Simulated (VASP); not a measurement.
Wanted: the native input for a VASP 6.6.1 run.

```
Task                   : single point
Functional             : r2SCAN
Dispersion             : rVV10
Potentials or basis    : VASP PAW PBE potentials, release 64 (K_sv, H, Au)
Cutoff                 : 520 eV
k mesh                 : 12 × 12 × 4
Occupations            : fermi-dirac, width 0.03 eV
Spin                   : no spin polarisation
Dipole correction      : no
Further INCAR settings : ALGO = Normal; EDIFF = 1e-06; NBANDS = 25
```

The system is K2H3Au.

```
CELL_PARAMETERS angstrom
3.64798 0.00000 0.00000
-1.82399 3.15924 0.00000
0.00000 0.00000 8.24560
ATOMIC_POSITIONS crystal
K 0.66667 0.33333 0.30569
K 0.66667 0.33333 0.69431
H 0.00000 0.00000 0.50000
H 0.33333 0.66667 0.00000
H 0.33333 0.66667 0.50000
Au 0.00000 0.00000 0.00000
```

One way to write it, as run:

POSCAR

```
K2H3Au
1.0
    3.6479796595     -0.0000000026      0.0000000000
   -1.8239898275      3.1592430589      0.0000000000
    0.0000000000      0.0000000000      8.2455961687
K H Au
2 3 1
Direct
    0.6666666667      0.3333333333      0.3056859272
    0.6666666667      0.3333333333      0.6943140728
    0.0000000000      0.0000000000      0.5000000000
    0.3333333333      0.6666666667      0.0000000000
    0.3333333333      0.6666666667      0.5000000000
    0.0000000000      0.0000000000      0.0000000000
```

INCAR.step1

```
PREC     = Accurate       # precision mode
ENCUT    = 520            # plane-wave cutoff, eV
ISMEAR   = -1             # smearing method
SIGMA    = 0.03           # smearing width, eV
LREAL    = F              # projectors in reciprocal space
LASPH    = T              # aspherical terms in the spheres
NELM     = 100            # most SCF steps
NBANDS   = 25             # bands
GGA      = PE             # functional
ALGO     = Normal         # electronic algorithm
EDIFF    = 1E-4           # SCF threshold, eV
LWAVE    = T              # write WAVECAR
LCHARG   = F              # write CHGCAR
```

INCAR.step2

```
PREC     = Accurate       # precision mode
ENCUT    = 520            # plane-wave cutoff, eV
EDIFF    = 1E-6           # SCF threshold, eV
ISMEAR   = -1             # smearing method
SIGMA    = 0.03           # smearing width, eV
LREAL    = F              # projectors in reciprocal space
LASPH    = T              # aspherical terms in the spheres
NELM     = 100            # most SCF steps
ALGO     = Normal         # electronic algorithm
ISIF     = 2              # what is computed and relaxed
LWAVE    = F              # write WAVECAR
LCHARG   = F              # write CHGCAR
METAGGA  = R2SCAN         # meta-GGA
LMIXTAU  = T            
LUSE_VDW = T            
IVDW_NL  = 2            
BPARAM   = 11.95        
CPARAM   = 0.0093       
NBANDS   = 25             # bands
ISTART   = 1
```

KPOINTS

```
regular mesh
0
Gamma
  12 12 4
```

Potentials or basis: VASP PAW PBE potentials, release 64 (K_sv, H, Au).

The run is started by

```console
$ cat potpaw_PBE.64/K_sv/POTCAR potpaw_PBE.64/H/POTCAR potpaw_PBE.64/Au/POTCAR > POTCAR
$ cp INCAR.step1 INCAR
$ mpirun -np 1 vasp_std > vasp.out
$ cp INCAR.step2 INCAR
$ mpirun -np 1 vasp_std > vasp.out
```

It gave:

```json
{
  "Pressure": "0.1 GPa",
  "Band gap on the k mesh": "zero (bands 16 and 17 overlap by 2.50 eV)"
}
```

Caveat: the PAW data sets were made with another functional, which shifts forces and pressure a little; spin-orbit coupling is left out, which moves the levels of the heavy elements.

Wall time 9.7 min on 1 thread of AMD EPYC 9755 128-Core Processor, with other jobs on the host, peak memory 0.47 GiB.
